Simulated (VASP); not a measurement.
A run of VASP 6.6.1 is set up as follows.

File INCAR:

```
SYSTEM = Sn2PW3
ALGO = Normal
EDIFF = 1E-6
ENCUT = 520
GGA = PE
ISIF = 2
ISMEAR = 0
LASPH = .True.
LCHARG = .False.
LREAL = .False.
LWAVE = .False.
NBANDS = 46
NELM = 60
PREC = Accurate
SIGMA = 0.1
```

File KPOINTS:

```
k-points
0
Gamma
  6 6 4
  0 0 0
```

The input POSCAR:

```
Sn2PW3
1.0
    5.4577259077      0.0000000000      0.0000000000
   -2.7288629538      4.7265292830      0.0000000000
    0.0000000000      0.0000000000      4.7282120490
Sn P W
2 1 3
Direct
    0.6666666667      0.3333333333      0.0000000000
    0.3333333333      0.6666666667      0.0000000000
    0.0000000000      0.0000000000      0.0000000000
    0.5000000000      0.5000000000      0.5000000000
    0.5000000000      0.0000000000      0.5000000000
    0.0000000000      0.5000000000      0.5000000000
```

Potentials or basis: VASP PAW PBE potentials, release 64 (Sn_d, P, W_sv).

Run with:

```sh
$ cat potpaw_PBE.64/Sn_d/POTCAR potpaw_PBE.64/P/POTCAR potpaw_PBE.64/W_sv/POTCAR > POTCAR
$ mpirun -np 1 vasp_std > vasp.out
```

What does it give for the band gap on the k mesh?

Zero (an odd number of electrons rules out a gap without spin polarisation).

Predict the pressure.

0.0 GPa.

Stress tensor (GPa, compression positive):
```
 0.03  0.00  0.00
 0.00  0.03  0.00
 0.00  0.00 -0.13
```

Caveat: spin-orbit coupling is left out, which moves the levels of the heavy elements.
